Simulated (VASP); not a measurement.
# NaF (Fm-3m) in VASP: a series of runs

Aim: see how the results for NaF move with the level of theory and the settings. Levels: HSE06, PBE-based screened hybrid. Tasks: single point.

Program: VASP 6.6.1. These are calculated values, not measurements. Logs are shortened: lines on timing, memory, paths and dates and some standing lists are left out, and cuts for length are marked.

## 1. The cell of the first run

The structure is cubic, space group Fm-3m (No. 225). Conventional cell: a = 4.594 Å, b = 4.594 Å, c = 4.594 Å, α = 90.00°, β = 90.00°, γ = 90.00°. Within 3.0 Å of Na (site symmetry m-3m) lie 6 F at 2.30 Å. Within 3.0 Å of F (site symmetry m-3m) lie 6 Na at 2.30 Å.

## 2. Single point, HSE06

Contents of POSCAR:

```
NaF
1.0
    0.0000000000      2.2971680881      2.2971680881
    2.2971680881      0.0000000000      2.2971680881
    2.2971680881      2.2971680881      0.0000000000
Na F
1 1
Direct
    0.0000000000      0.0000000000      0.0000000000
    0.5000000000      0.5000000000      0.5000000000
```

Contents of INCAR.step1:

```
SYSTEM = NaF
  PREC = Accurate
  ENCUT = 520
  EDIFF = 1E-5
  ISMEAR = 0
  SIGMA = 0.01
  LREAL = .FALSE.
  LASPH = .TRUE.
  NELM = 60
  ALGO = Normal
  ISIF = 2
  LWAVE = .TRUE.
  LCHARG = .FALSE.
  NBANDS = 14
  GGA = PE
```

Contents of INCAR.step2:

```
SYSTEM = NaF
  PREC = Accurate
  ENCUT = 520
  EDIFF = 1E-6
  ISMEAR = 0
  SIGMA = 0.01
  LREAL = .FALSE.
  LASPH = .TRUE.
  NELM = 60
  ALGO = Normal
  ISIF = 2
  LWAVE = .FALSE.
  LCHARG = .FALSE.
  GGA = PE
  LHFCALC = .TRUE.
  HFSCREEN = 0.2079
  PRECFOCK = Normal
  NBANDS = 14
  ISTART = 1
```

Contents of KPOINTS:

```
regular mesh
0
G
  4 4 4
  0 0 0
```

Potentials or basis: VASP PAW PBE potentials, release 64 (Na_pv, F).

Started as:

```console
cat potpaw_PBE.64/Na_pv/POTCAR potpaw_PBE.64/F/POTCAR > POTCAR
cp INCAR.step1 INCAR
mpirun -np 1 vasp_std > vasp.out
cp INCAR.step2 INCAR
mpirun -np 1 vasp_std > vasp.out
```

OUTCAR:

```text
SYSTEM = NaF
   PREC = Accurate
   ENCUT = 520
   EDIFF = 1E-6
   ISMEAR = 0
   LREAL = .FALSE.
   LASPH = .TRUE.
   NELM = 60
   ISIF = 2
   GGA = PE
   LHFCALC = .TRUE.
   HFSCREEN = 0.2079
   PRECFOCK = Normal
   ISTART = 1

 ion  position               nearest neighbor table
   1  0.000  0.000  0.000-   2 2.30   2 2.30   2 2.30   2 2.30   2 2.30   2 2.30
   2  0.500  0.500  0.500-   1 2.30   1 2.30   1 2.30   1 2.30   1 2.30   1 2.30

  LATTYP: Found a face centered cubic cell.
 ALAT       =     4.5943361762

  Lattice vectors:

 A1 = (   0.0000000000,   2.2971680881,   2.2971680881)
 A2 = (   2.2971680881,   0.0000000000,   2.2971680881)
 A3 = (   2.2971680881,   2.2971680881,   0.0000000000)

Analysis of symmetry for initial positions (statically):
=====================================================================
 Subroutine PRICEL returns:
 Original cell was already a primitive cell.

 Routine SETGRP: Setting up the symmetry group for a
 face centered cubic supercell.

 Subroutine GETGRP returns: Found 48 space group operations
 (whereof 48 operations were pure point group operations)
 out of a pool of 48 trial point group operations.

The static configuration has the point symmetry O_h .

Analysis of symmetry for dynamics (positions and initial velocities):
=====================================================================
 Subroutine PRICEL returns:
 Original cell was already a primitive cell.

 Routine SETGRP: Setting up the symmetry group for a
 face centered cubic supercell.

 Subroutine GETGRP returns: Found 48 space group operations
 (whereof 48 operations were pure point group operations)
 out of a pool of 48 trial point group operations.

The dynamic configuration has the point symmetry O_h .

 Subroutine INISYM returns: Found 48 space group operations
 (whereof 48 operations are pure point group operations),
 and found     1 'primitive' translations

----------------------------------------------------------------------------------------

                                     Primitive cell

  volume of cell :      24.2442

  direct lattice vectors                    reciprocal lattice vectors
     0.000000000  2.297168088  2.297168088    -0.217659301  0.217659301  0.217659301
     2.297168088  0.000000000  2.297168088     0.217659301 -0.217659301  0.217659301
     2.297168088  2.297168088  0.000000000     0.217659301  0.217659301 -0.217659301

  length of vectors
     3.248686265  3.248686265  3.248686265     0.376996968  0.376996968  0.376996968
[... 83 lines left out ...]
     AMIX     =   0.40;   BMIX     =  1.00
     AMIX_MAG =   1.60;   BMIX_MAG =  1.00
  volume/ion in A,a.u.               =      12.12        81.80
  Fermi-wavevector in a.u.,A,eV,Ry     =   1.363269  2.576204 25.286442  1.858501
  Thomas-Fermi vector in A             =   2.489686
   LORBIT       =      0    0 simple, 1 ext, 2 COOP (PROOUT), +10 PAW based schemes
   GGA     = PE    functional components
   LHFCALC =     T    Hartree Fock is set to
   PRECFOCK=normal    Normal, Fast or Accurate (Low or Medium for compatibility)
   ENCUT4O =  -1.0   cutoff for four orbital integrals eV
   NKREDX  =     1    reduce k-point grid by
   NKREDY  =     1    reduce k-point grid by
   NKREDZ  =     1    reduce k-point grid by
   AEXX    =    0.2500 exact exchange contribution
   HFSCREEN=    0.2079 screening length (either q_TF or 0.3 A-1)
   HFSCREENC=   0.2079 screening length for correlation (either q_TF or 0.3 A-1)
   ENCUTFOCK=  -1.0 apply spherical cutoff to Coloumb kernel
   IVDW    =     0    specifies the selected vdW correction
   LEPSILON=     F    determine dielectric tensor
   LRPA    =     F    only Hartree local field effects (RPA)
 non-spin polarized calculation
 Gauss-broadening in eV      SIGMA  =   0.01
  energy-cutoff  :      520.00
  volume of cell :       24.24
 maximum number of plane-waves:       656
  NGX = 20; NGY = 20; NGZ = 20

 number of electron      13.9999992 magnetization

 Free energy of the ion-electron system (eV)
  ---------------------------------------------------
  ext. energy  EPLUGINS =         0.00000000
  ---------------------------------------------------
  free energy    TOTEN  =       -10.30846411 eV

  energy without entropy =      -10.30846411  energy(sigma->0) =      -10.30846411

 E-fermi :  -3.5638     XC(G=0):  -7.6047

 val. band max:       -3.6580248441   @ k =   0.0000   0.0000   0.0000
 cond. band min:       4.9479837812   @ k =   0.0000   0.0000   0.0000
 fundamental gap:      8.6060086254
 Fermi energy:        -3.5638049243

 k-point     1 :       0.0000    0.0000    0.0000
  band No.  band energies     occupation
      1     -24.4326      2.00000
      2     -23.9467      2.00000
      3     -23.9467      2.00000
      4     -23.9467      2.00000
      5      -3.6580      2.00000
      6      -3.6580      2.00000
      7      -3.6580      2.00000
      8       4.9480      0.00000
      9      17.8996      0.00000
     10      17.8996      0.00000
     11      17.8996      0.00000
     12      20.5662      0.00000
     13      23.2376      0.00000
     14      23.2376      0.00000
[... 105 lines left out ...]
      1     -24.5705      2.00000
      2     -24.0462      2.00000
      3     -24.0462      2.00000
      4     -23.5473      2.00000
      5      -4.5938      2.00000
      6      -4.5938      2.00000
      7      -4.2754      2.00000
      8      12.0394      0.00000
      9      12.0394      0.00000
     10      14.2862      0.00000
     11      16.0213      0.00000
     12      22.6974      0.00000
     13      22.6974      0.00000
     14      26.3459      0.00000

------------------------ aborting loop because EDIFF is reached ----------------------------------------

  FORCE on cell =-STRESS in cart. coord.  units (eV):
  Direction    XX          YY          ZZ          XY          YZ          ZX
  --------------------------------------------------------------------------------------
  -------------------------------------------------------------------------------------
  Total        0.2463695      0.2463695      0.2463695     -0.0000000      0.0000000      0.0000000
  in kB       16.2813058     16.2813058     16.2813058     -0.0000000      0.0000000      0.0000000
  external PRESSURE =      16.2813058 kB  Pullay stress =       0.0000000 kB

 VOLUME and BASIS-vectors are now :
 -----------------------------------------------------------------------------
  energy-cutoff  :      520.00
  volume of cell :       24.24
      direct lattice vectors                 reciprocal lattice vectors
     0.000000000  2.297168088  2.297168088    -0.217659301  0.217659301  0.217659301
     2.297168088  0.000000000  2.297168088     0.217659301 -0.217659301  0.217659301
     2.297168088  2.297168088  0.000000000     0.217659301  0.217659301 -0.217659301

 POSITION                                       TOTAL-FORCE (eV/Angst)
 -----------------------------------------------------------------------------------
      0.00000      0.00000      0.00000         0.000000     -0.000000      0.000000
      2.29717      2.29717      2.29717        -0.000000      0.000000     -0.000000
 -----------------------------------------------------------------------------------
    total drift:                               -0.000000     -0.000000     -0.000000

  FREE ENERGIE OF THE ION-ELECTRON SYSTEM (eV)
  ---------------------------------------------------
  free  energy   TOTEN  =       -10.3084641113 eV

  energy  without entropy=      -10.3084641113  energy(sigma->0) =      -10.30846411
```

OUTCAR.step1:

```text
SYSTEM = NaF
   PREC = Accurate
   ENCUT = 520
   EDIFF = 1E-5
   ISMEAR = 0
   LREAL = .FALSE.
   LASPH = .TRUE.
[... 338 lines left out ...]
      0.00000      0.00000      0.00000         0.000000     -0.000000     -0.000000
      2.29717      2.29717      2.29717        -0.000000      0.000000      0.000000
 -----------------------------------------------------------------------------------
    total drift:                                0.000000     -0.000000      0.000000

  FREE ENERGIE OF THE ION-ELECTRON SYSTEM (eV)
  ---------------------------------------------------
  free  energy   TOTEN  =        -8.5490264356 eV

  energy  without entropy=       -8.5490264356  energy(sigma->0) =       -8.54902644
```

It took 2.6 min on 1 thread of AMD EPYC 7R43 (Zen 3), shared host; peak memory 0.2 GiB.

Results:

* Free energy: -10.3085 eV
* Pressure: 1.6 GPa
* Band gap on the k mesh: 8.61 eV, direct

Caveat: the k points lie up to 0.59 Å⁻¹ apart; the PAW data sets were made with another functional, which shifts forces and pressure a little.

## 3. Single point, PBE-based screened hybrid

POSCAR is that of step 2.

Contents of INCAR.step1:

```
  PREC = Accurate
  ENCUT = 520
  EDIFF = 1E-5
  ISMEAR = 0
  SIGMA = 0.01
  LREAL = False
  LASPH = True
  NELM = 60
  ALGO = Normal
  ISIF = 2
  LWAVE = True
  LCHARG = False
  GGA = PE
  NBANDS = 14
```

Contents of INCAR.step2:

```
  PREC = Accurate
  ENCUT = 520
  EDIFF = 1E-6
  ISMEAR = 0
  SIGMA = 0.01
  LREAL = False
  LASPH = True
  NELM = 60
  ALGO = Normal
  ISIF = 2
  LWAVE = False
  LCHARG = False
  GGA = PE
  LHFCALC = True
  AEXX = 0.2
  HFSCREEN = 0.2078
  PRECFOCK = Normal
  ISTART = 1
  NBANDS = 14
```

Contents of KPOINTS:

```
regular mesh
0
Gamma
  4 4 4
```

Potentials or basis: VASP PAW PBE potentials, release 64 (Na_pv, F).

Started as:

```console
cat potpaw_PBE.64/Na_pv/POTCAR potpaw_PBE.64/F/POTCAR > POTCAR
cp INCAR.step1 INCAR
mpirun -np 1 vasp_std > vasp.out
cp INCAR.step2 INCAR
mpirun -np 1 vasp_std > vasp.out
```

OUTCAR:

```text
PREC = Accurate
   ENCUT = 520
   EDIFF = 1E-6
   ISMEAR = 0
   LREAL = False
   LASPH = True
   NELM = 60
   ISIF = 2
   GGA = PE
   LHFCALC = True
   AEXX = 0.2
   HFSCREEN = 0.2078
   PRECFOCK = Normal
   ISTART = 1

 ion  position               nearest neighbor table
   1  0.000  0.000  0.000-   2 2.30   2 2.30   2 2.30   2 2.30   2 2.30   2 2.30
   2  0.500  0.500  0.500-   1 2.30   1 2.30   1 2.30   1 2.30   1 2.30   1 2.30

  LATTYP: Found a face centered cubic cell.
 ALAT       =     4.5943361762

  Lattice vectors:

 A1 = (   0.0000000000,   2.2971680881,   2.2971680881)
 A2 = (   2.2971680881,   0.0000000000,   2.2971680881)
 A3 = (   2.2971680881,   2.2971680881,   0.0000000000)

Analysis of symmetry for initial positions (statically):
=====================================================================
 Subroutine PRICEL returns:
 Original cell was already a primitive cell.

 Routine SETGRP: Setting up the symmetry group for a
 face centered cubic supercell.

 Subroutine GETGRP returns: Found 48 space group operations
 (whereof 48 operations were pure point group operations)
 out of a pool of 48 trial point group operations.

The static configuration has the point symmetry O_h .

Analysis of symmetry for dynamics (positions and initial velocities):
=====================================================================
 Subroutine PRICEL returns:
 Original cell was already a primitive cell.

 Routine SETGRP: Setting up the symmetry group for a
 face centered cubic supercell.

 Subroutine GETGRP returns: Found 48 space group operations
 (whereof 48 operations were pure point group operations)
 out of a pool of 48 trial point group operations.

The dynamic configuration has the point symmetry O_h .

[... 113 lines left out ...]
   AEXX    =    0.2000 exact exchange contribution
   HFSCREEN=    0.2078 screening length (either q_TF or 0.3 A-1)
   HFSCREENC=   0.2078 screening length for correlation (either q_TF or 0.3 A-1)
   ENCUTFOCK=  -1.0 apply spherical cutoff to Coloumb kernel
   IVDW    =     0    specifies the selected vdW correction
   LEPSILON=     F    determine dielectric tensor
   LRPA    =     F    only Hartree local field effects (RPA)
 non-spin polarized calculation
 Gauss-broadening in eV      SIGMA  =   0.01
  energy-cutoff  :      520.00
  volume of cell :       24.24
 maximum number of plane-waves:       656
  NGX = 20; NGY = 20; NGZ = 20

 number of electron      13.9999992 magnetization

 Free energy of the ion-electron system (eV)
  ---------------------------------------------------
  ext. energy  EPLUGINS =         0.00000000
  ---------------------------------------------------
  free energy    TOTEN  =        -9.95103013 eV

  energy without entropy =       -9.95103013  energy(sigma->0) =       -9.95103013

 E-fermi :  -3.2723     XC(G=0):  -7.9374

 val. band max:       -3.3152222524   @ k =   0.0000   0.0000   0.0000
 cond. band min:       4.8518480610   @ k =   0.0000   0.0000   0.0000
 fundamental gap:      8.1670703134
 Fermi energy:        -3.2722781554

 k-point     1 :       0.0000    0.0000    0.0000
  band No.  band energies     occupation
      1     -23.7802      2.00000
      2     -23.3237      2.00000
      3     -23.3237      2.00000
      4     -23.3237      2.00000
      5      -3.3152      2.00000
      6      -3.3152      2.00000
      7      -3.3152      2.00000
      8       4.8518      0.00000
      9      17.7598      0.00000
     10      17.7598      0.00000
     11      17.7598      0.00000
     12      20.4782      0.00000
     13      23.0548      0.00000
     14      23.0548      0.00000
[... 105 lines left out ...]
      1     -23.9289      2.00000
      2     -23.4243      2.00000
      3     -23.4243      2.00000
      4     -22.9154      2.00000
      5      -4.2450      2.00000
      6      -4.2450      2.00000
      7      -3.9289      2.00000
      8      11.9193      0.00000
      9      11.9193      0.00000
     10      14.1349      0.00000
     11      15.8595      0.00000
     12      22.5259      0.00000
     13      22.5260      0.00000
     14      26.1234      0.00000

------------------------ aborting loop because EDIFF is reached ----------------------------------------

  FORCE on cell =-STRESS in cart. coord.  units (eV):
  Direction    XX          YY          ZZ          XY          YZ          ZX
  --------------------------------------------------------------------------------------
  -------------------------------------------------------------------------------------
  Total        0.3021885      0.3021885      0.3021885     -0.0000000      0.0000000     -0.0000000
  in kB       19.9700996     19.9700996     19.9700996     -0.0000000      0.0000000     -0.0000000
  external PRESSURE =      19.9700996 kB  Pullay stress =       0.0000000 kB

 VOLUME and BASIS-vectors are now :
 -----------------------------------------------------------------------------
  energy-cutoff  :      520.00
  volume of cell :       24.24
      direct lattice vectors                 reciprocal lattice vectors
     0.000000000  2.297168088  2.297168088    -0.217659301  0.217659301  0.217659301
     2.297168088  0.000000000  2.297168088     0.217659301 -0.217659301  0.217659301
     2.297168088  2.297168088  0.000000000     0.217659301  0.217659301 -0.217659301

 POSITION                                       TOTAL-FORCE (eV/Angst)
 -----------------------------------------------------------------------------------
      0.00000      0.00000      0.00000         0.000000      0.000000     -0.000000
      2.29717      2.29717      2.29717         0.000000     -0.000000      0.000000
 -----------------------------------------------------------------------------------
    total drift:                                0.000001      0.000003      0.000003

  FREE ENERGIE OF THE ION-ELECTRON SYSTEM (eV)
  ---------------------------------------------------
  free  energy   TOTEN  =        -9.9510301332 eV

  energy  without entropy=       -9.9510301332  energy(sigma->0) =       -9.95103013
```

OUTCAR.step1:

```text
PREC = Accurate
   ENCUT = 520
   EDIFF = 1E-5
   ISMEAR = 0
   LREAL = False
[... 339 lines left out ...]
      0.00000      0.00000      0.00000         0.000000     -0.000000     -0.000000
      2.29717      2.29717      2.29717        -0.000000      0.000000      0.000000
 -----------------------------------------------------------------------------------
    total drift:                                0.000000     -0.000000      0.000000

  FREE ENERGIE OF THE ION-ELECTRON SYSTEM (eV)
  ---------------------------------------------------
  free  energy   TOTEN  =        -8.5490264356 eV

  energy  without entropy=       -8.5490264356  energy(sigma->0) =       -8.54902644
```

Wall time 2.7 min (1 thread of AMD EPYC 7R43 (Zen 3), shared host); peak memory 0.19 GiB.

What came out:

| Property | Result |
| --- | --- |
| Free energy | -9.9510 eV |
| Pressure | 2.0 GPa |
| Band gap on the k mesh | 8.17 eV, direct |

Levels at points of the mesh, in eV from the valence-band top:
```tsv
k point	band 3	band 4	band 5	band 6	band 7	band 8	band 9	band 10	band 11	band 12
(0.00, 0.00, 0.00)	-20.01	-20.01	0.00	0.00	0.00	8.17	21.07	21.07	21.07	23.79
(0.50, 0.00, 0.00)	-20.02	-19.27	-1.68	-0.28	-0.28	12.72	14.59	22.35	22.35	25.35
(0.50, 0.50, 0.00)	-20.06	-20.06	-1.35	-0.44	-0.44	15.14	15.27	15.77	22.21	22.21
```

Caveat: the k points lie up to 0.59 Å⁻¹ apart; the PAW data sets were made with another functional, which shifts forces and pressure a little.
